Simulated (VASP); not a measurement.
Input of a VASP 6.6.1 run:

The input INCAR:

```
ALGO     = Normal         # electronic algorithm
EDIFF    = 1E-8           # SCF threshold, eV
ENCUT    = 520            # plane-wave cutoff, eV
ISIF     = 2              # what is computed and relaxed
ISMEAR   = 0              # smearing method
LASPH    = True           # aspherical terms in the spheres
LCALCEPS = True         
LCHARG   = False          # write CHGCAR
LMIXTAU  = True         
LREAL    = False          # projectors in reciprocal space
LWAVE    = False          # write WAVECAR
METAGGA  = R2SCAN         # meta-GGA
NELM     = 60             # most SCF steps
PREC     = Accurate       # precision mode
SIGMA    = 0.01           # smearing width, eV
```

File KPOINTS:

```
k-points
0
Gamma
  8 8 8
```

POSCAR

```
NaH
1.0
    0.0000000000      2.3975116377      2.3975116377
    2.3975116377      0.0000000000      2.3975116377
    2.3975116377      2.3975116377      0.0000000000
Na H
1 1
Direct
    0.0000000000      0.0000000000      0.0000000000
    0.5000000000      0.5000000000      0.5000000000
```

Potentials or basis: VASP PAW PBE potentials, release 64 (Na_pv, H).

Run with:

```sh
$ cat potpaw_PBE.64/Na_pv/POTCAR potpaw_PBE.64/H/POTCAR > POTCAR
$ mpirun -np 1 vasp_std > vasp.out
```

Estimate the electronic dielectric tensor (diagonal).

2.85.

Predict the Born charges (mean of the diagonal).

Na +0.94; H -0.94 e.

Predict the band gap on the k mesh.

4.41 eV (least direct gap 5.26 eV).

Born effective charge tensors (e):
atom 1, Na
```
0.94 0.00 0.00
0.00 0.94 0.00
0.00 0.00 0.94
```
atom 2, H
```
-0.94  0.00  0.00
 0.00 -0.94  0.00
 0.00  0.00 -0.94
```

Caveat: the PAW data sets were made with another functional, which shifts forces and pressure a little. r2SCAN opens gaps a little over a GGA but as a rule still falls short of measured ones.
